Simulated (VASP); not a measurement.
Input of a VASP 6.6.1 run:

File INCAR:

```
  ALGO = Normal
  EDIFF = 1E-8
  ENCUT = 520
  GGA = PS
  IBRION = 8
  ISIF = 2
  ISMEAR = -1
  LASPH = T
  LCHARG = F
  LREAL = F
  LWAVE = F
  NBANDS = 16
  NELM = 80
  NSW = 1
  PREC = Accurate
  SIGMA = 0.05
```

KPOINTS

```
k-points
0
Gamma
  6 6 6
```

The input POSCAR:

```
CdS
1.0
    0.0000000000      2.9165000000      2.9165000000
    2.9165000000      0.0000000000      2.9165000000
    2.9165000000      2.9165000000      0.0000000000
Cd S
1 1
Direct
    0.0000000000      0.0000000000      0.0000000000
    0.7500000000      0.7500000000      0.7500000000
```

Potentials or basis: VASP PAW PBE potentials, release 64 (Cd, S).

Command:

```console
$ cat potpaw_PBE.64/Cd/POTCAR potpaw_PBE.64/S/POTCAR > POTCAR
$ mpirun -np 1 vasp_std > vasp.out
```

(1) Estimate the highest phonon frequency at Γ, LO-TO splitting left out.

Results:

(1) 234 cm⁻¹.
